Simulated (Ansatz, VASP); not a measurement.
Te2Mo in VASP and in Ansatz

```
Te Mo
1.0
     3.49108    0.00000    0.00000
    -1.74554    3.02336    0.00000
     0.00000    0.00000   18.05222
Te Mo
2 1
Direct
  0.33333 0.66667 0.89863
  0.33333 0.66667 0.10137
  0.00000 0.00000 0.00000
```

Change from the starting cell: strain along c alone, the other axes held, atoms relaxed: +3.0 %.

Alike in both runs: task relaxation of the atoms; functional PBEsol; k mesh 12 × 12 × 2; occupations gaussian, width 0.02 eV; no spin polarisation.

|  | VASP | Ansatz |
| --- | --- | --- |
| version | VASP 6.6.1 | Ansatz 0.2.0 |
| potentials or method | VASP PAW PBE potentials, release 64 (Te, Mo_sv), cutoff 520 eV | scalar-relativistic, plane waves, PAW |
| valence electrons in the cell | 26 | 46 |

```csv
,VASP,Ansatz,Ansatz less VASP
"gap on the k mesh at the Fermi level, each at its own relaxed structure (eV)",1.20,1.20,-0.002
```

VASP's potentials were made for PBE, not for PBEsol. VASP's potentials hold 26 valence electrons a cell and Ansatz's 46, so a difference there can come from the potentials and not from the codes. Ansatz's warnings: stress scf threshold loose.

Spin-orbit coupling is off throughout.
